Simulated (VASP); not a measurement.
Write the native input for VASP 6.6.1 that does the following.

| Quantity | Value |
| --- | --- |
| Task | relaxation of shape and atoms at fixed volume |
| Functional | r2SCAN |
| Potentials or basis | VASP PAW PBE potentials, release 64 (Zn, O) |
| Cutoff | 600 eV |
| k mesh | 12 × 12 × 6 |
| Occupations | gaussian, width 0.02 eV |
| Spin | no spin polarisation |
| Dipole correction | no |
| Further INCAR settings | ALGO = Normal; EDIFF = 1e-06; IBRION = 2; EDIFFG = -0.01; NSW = 50; ISIF = 4 |

The system is ZnO.

```
Zn O
1.0
     3.26723    0.00000    0.00000
    -1.63362    2.82951    0.00000
     0.00000    0.00000    5.26300
Zn O
2 2
Direct
  0.33333 0.66667 0.49969
  0.66667 0.33333 0.99969
  0.66667 0.33333 0.37932
  0.33333 0.66667 0.87932
```

One way to write it, as run:

POSCAR

```
ZnO
1.0
    3.2672318311      0.0000000000      0.0000000000
   -1.6336159155      2.8295057658      0.0000000000
    0.0000000000      0.0000000000      5.2630029530
Zn O
2 2
Direct
    0.3333333333      0.6666666667      0.4996921304
    0.6666666667      0.3333333333     -0.0003078696
    0.6666666667      0.3333333333      0.3793178696
    0.3333333333      0.6666666667      0.8793178696
```

INCAR.step1

```
ALGO = Normal ; EDIFF = 1E-4
ENCUT = 600 ; GGA = PE
ISMEAR = 0 ; LASPH = T
LCHARG = F ; LREAL = F
LWAVE = T ; NELM = 80
PREC = Accurate ; SIGMA = 0.02
```

INCAR.step2

```
ALGO = Normal ; EDIFF = 1E-6
EDIFFG = -0.01 ; ENCUT = 600
IBRION = 2 ; ISIF = 4
ISMEAR = 0 ; ISTART = 1
LASPH = T ; LCHARG = F
LMIXTAU = T ; LREAL = F
LWAVE = F ; METAGGA = R2SCAN
NELM = 80 ; NSW = 50
PREC = Accurate ; SIGMA = 0.02
```

KPOINTS

```
k-points
0
Gamma
  12 12 6
```

Potentials or basis: VASP PAW PBE potentials, release 64 (Zn, O).

Launch:

```console
$ cat potpaw_PBE.64/Zn/POTCAR potpaw_PBE.64/O/POTCAR > POTCAR
$ cp INCAR.step1 INCAR
$ mpirun -np 1 vasp_std > vasp.out
$ cp INCAR.step2 INCAR
$ mpirun -np 1 vasp_std > vasp.out
```

It gave:

| Quantity | Value |
| --- | --- |
| Energy gained by relaxing | 0.0 meV/atom |
| Ionic steps | 2 |
| Pressure after relaxing | -3.5 GPa |
| Largest force after relaxing | 0.005 eV/Å |
| Band gap on the k mesh | 1.19 eV |

Caveat: the PAW data sets were made with another functional, which shifts forces and pressure a little.

Wall time 4 min on 1 thread of Intel(R) Xeon(R) 6975P-C (Granite Rapids), with other jobs on the host, peak memory 0.25 GiB.
